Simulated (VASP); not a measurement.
Wanted: the native input for a VASP 6.6.1 run.

```yaml
Task: single point
Functional: PBE
Potentials_or_basis: VASP PAW PBE potentials, release 64 (K_sv, Ta_pv, Se)
Cutoff: 520 eV
k_mesh: 8 × 8 × 8
Occupations: gaussian, width 0.1 eV
Spin: no spin polarisation
Dipole_correction: no
Further_INCAR_settings: ALGO = Normal; EDIFF = 1e-06; NBANDS = 27
```

The structure of KTaSe3 lies in POSCAR:

```
KTaSe3
1.0
    4.9011552017      0.0000000000      0.0000000000
    0.0000000000      4.9011552017      0.0000000000
    0.0000000000      0.0000000000      4.9011552017
K Ta Se
1 1 3
Direct
    0.0000000000      0.0000000000      0.0000000000
    0.5000000000      0.5000000000      0.5000000000
    0.0000000000      0.5000000000      0.5000000000
    0.5000000000      0.0000000000      0.5000000000
    0.5000000000      0.5000000000      0.0000000000
```

One way to write it, as run:

INCAR

```
ALGO = Normal
EDIFF = 1E-6
ENCUT = 520
GGA = PE
ISIF = 2
ISMEAR = 0
LASPH = T
LCHARG = F
LREAL = F
LWAVE = F
NBANDS = 27
NELM = 80
PREC = Accurate
SIGMA = 0.1
```

KPOINTS

```
k-points
0
Gamma
  8 8 8
```

Potentials or basis: VASP PAW PBE potentials, release 64 (K_sv, Ta_pv, Se).

The run is started by

```console
$ cat potpaw_PBE.64/K_sv/POTCAR potpaw_PBE.64/Ta_pv/POTCAR potpaw_PBE.64/Se/POTCAR > POTCAR
$ mpirun -np 1 vasp_std > vasp.out
```

Results of the run:

```json
{"Pressure": "11.4 GPa", "Band gap on the k mesh": "zero (bands 19 and 20 overlap by 1.10 eV)"}
```

Caveat: the cell stands under pressure; spin-orbit coupling is left out, which moves the levels of the heavy elements.

Wall time 100 s on 1 thread of Intel Xeon 8259CL, on a shared host, peak memory 0.28 GiB.
